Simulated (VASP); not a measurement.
## Ba: relaxation of cell and atoms with r2SCAN

The system is Ba.

```
Ba
1.0
    -2.50650    2.50650    2.50650
     2.50650   -2.50650    2.50650
     2.50650    2.50650   -2.50650
Ba
1
Direct
  0.00000 0.00000 0.00000
```

| Item | Value |
| --- | --- |
| Program | VASP 6.6.1 |
| Task | relaxation of cell and atoms |
| Functional | r2SCAN |
| Potentials or basis | VASP PAW PBE potentials, release 64 (Ba_sv) |
| Cutoff | 600 eV |
| k mesh | 12 × 12 × 12 |
| Occupations | fermi-dirac, width 0.02 eV |
| Spin | no spin polarisation |
| Dipole correction | no |
| Further INCAR settings | ALGO = Normal; EDIFF = 1e-07; IBRION = 2; EDIFFG = -0.02; NSW = 80; ISIF = 3 |

```json
{
 "Relaxed volume": "65.55 Å³/atom",
 "Relaxed cell": "a = 4.399 Å, b = 4.399 Å, c = 4.399 Å, α = 109.47°, β = 109.47°, γ = 109.47°",
 "Space group after relaxing (to 0.1 Å)": "Im-3m (No. 229)",
 "Energy gained by relaxing": "2.6 meV/atom",
 "Ionic steps": "3",
 "Pressure after relaxing": "0.0 GPa",
 "Band gap on the k mesh": "zero (bands 5 and 6 overlap by 1.10 eV)"
}
```

The path:
```tsv
step	energy change (eV)	largest force (eV/Å)	pressure (GPa)	volume (Å³)
1	0.0000	0.0000	0.34	62.99
2	-0.0019	0.0000	0.17	64.21
3	-0.0026	0.0000	0.00	65.55
```

Final structure:
```cif
data_structure
_symmetry_space_group_name_H-M 'P 1'
_symmetry_Int_Tables_number 1
_cell_length_a 4.3994
_cell_length_b 4.3994
_cell_length_c 4.3994
_cell_angle_alpha 109.471
_cell_angle_beta 109.471
_cell_angle_gamma 109.471
_cell_volume 65.55
loop_
_atom_site_label
_atom_site_type_symbol
_atom_site_fract_x
_atom_site_fract_y
_atom_site_fract_z
_atom_site_occupancy
Ba1 Ba 0.00000 0.00000 0.00000 1
```

Levels at points of the mesh, in eV from the Fermi level:
```
           k point  band 3  band 4  band 5  band 6  band 7  band 8
(0.00, 0.00, 0.00)  -14.52  -14.52   -2.85    2.11    2.11    2.11
(0.50, 0.00, 0.00)  -14.65  -14.52   -0.83    0.91    1.11    3.45
(0.50, 0.50, 0.50)  -14.80  -14.80   -0.54   -0.54    4.52    4.52
```

It took 13 min on 1 thread of Intel Xeon 8259CL, with other jobs on the host, peak memory 0.26 GiB.

Caveat: the PAW data sets were made with another functional, which shifts forces and pressure a little; spin-orbit coupling is left out, which moves the levels of the heavy elements. Zero-point motion and thermal expansion aren't in these numbers.
